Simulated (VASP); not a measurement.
Write the native input for VASP 6.6.1 that does the following.

| Item | Value |
| --- | --- |
| Task | single point |
| Functional | PBEsol |
| Potentials or basis | VASP PAW PBE potentials, release 64 (Hf_pv) |
| Cutoff | 400 eV |
| k mesh | 15 × 15 × 9 |
| Occupations | fermi-dirac, width 0.08 eV |
| Spin | no spin polarisation |
| Dipole correction | no |
| k mesh for the DOS | 23 × 23 × 14 |
| Occupations for the DOS | tetrahedron |
| Further INCAR settings | ALGO = Normal; EDIFF = 1e-06 |

Hf:

```
Hf
1.0
     2.34341    0.00000    0.00000
    -1.17170    2.02945    0.00000
     0.00000    0.00000    4.08855
Hf
2
Cartesian
  0.0000 1.3530 1.0221
  1.1717 0.6765 3.0664
```

One way to write it, as run:

POSCAR

```
Hf
1.0
    2.3434077507      0.0000000000      0.0000000000
   -1.1717038754      2.0294506435      0.0000000000
    0.0000000000      0.0000000000      4.0885539121
Hf
2
Direct
    0.3333333333      0.6666666667      0.2500000000
    0.6666666667      0.3333333333      0.7500000000
```

INCAR.step1

```
  PREC = Accurate
  ENCUT = 400
  EDIFF = 1E-6
  ISMEAR = -1
  SIGMA = 0.08
  LREAL = F
  LASPH = T
  NELM = 120
  ALGO = Normal
  ISIF = 2
  LWAVE = F
  LCHARG = T
  LMAXMIX = 4
  GGA = PS
  NBANDS = 17
  GGA_COMPAT = F
  NEDOS = 2001
  LORBIT = 11
```

KPOINTS.step1

```
Automatic mesh
0
Gamma
  15 15 9
```

INCAR.step2

```
  PREC = Accurate
  ENCUT = 400
  EDIFF = 1E-6
  ISMEAR = -5
  SIGMA = 0.08
  LREAL = F
  LASPH = T
  NELM = 120
  ALGO = Normal
  ISIF = 2
  LWAVE = F
  LCHARG = F
  LMAXMIX = 4
  GGA = PS
  LORBIT = 11
  NEDOS = 1001
  ICHARG = 11
  GGA_COMPAT = F
```

KPOINTS.step2

```
Automatic mesh
0
Gamma
  23 23 14
```

Potentials or basis: VASP PAW PBE potentials, release 64 (Hf_pv).

Run with:

```console
$ cat potpaw_PBE.64/Hf_pv/POTCAR > POTCAR
$ cp INCAR.step1 INCAR
$ cp KPOINTS.step1 KPOINTS
$ mpirun -np 1 vasp_std > vasp.out
$ cp INCAR.step2 INCAR
$ cp KPOINTS.step2 KPOINTS
$ mpirun -np 1 vasp_std > vasp.out
```

Run time: 38 s on 1 thread of AMD EPYC 9R45 96-Core Processor (Zen 5) (shared host), peak memory 0.16 GiB.
